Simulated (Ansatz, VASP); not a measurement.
## Si2Br3 in VASP and in Ansatz

```
Si Br
1.0
     4.25672    0.00000    0.00000
    -2.12836    3.68643    0.00000
     0.00000    0.00000    9.09385
Si Br
2 3
Direct
  0.33333 0.66667 0.80921
  0.66667 0.33333 0.19079
  0.66667 0.33333 0.66851
  0.00000 0.00000 0.00000
  0.33333 0.66667 0.33149
```

Alike in both runs: task relaxation of cell and atoms; functional PBE; dispersion D3(BJ); k mesh 12 × 12 × 4; occupations gaussian, width 0.1 eV; no spin polarisation.

|  | VASP | Ansatz |
| --- | --- | --- |
| version | VASP 6.6.1 | Ansatz 0.2.0 |
| potentials or method | VASP PAW PBE potentials, release 64 (Si, Br), cutoff 600 eV | scalar-relativistic, plane waves, PAW |
| valence electrons in the cell | 29 | 29 |

```tsv
	VASP	Ansatz	Ansatz less VASP
gap on the k mesh at the Fermi level, each at its own relaxed structure (eV)	none	none	-
relaxed volume (Å³/atom)	28.40	28.42	+0.019
relaxed length of the cell vector where the two differ most in proportion (Å)	8.903	8.911	+0.0087
```

A gap of «none» marks a metal or a gap that the smearing closes. Ansatz's warnings: dispersion switch in reach, relaxed geometry near dispersion switch.
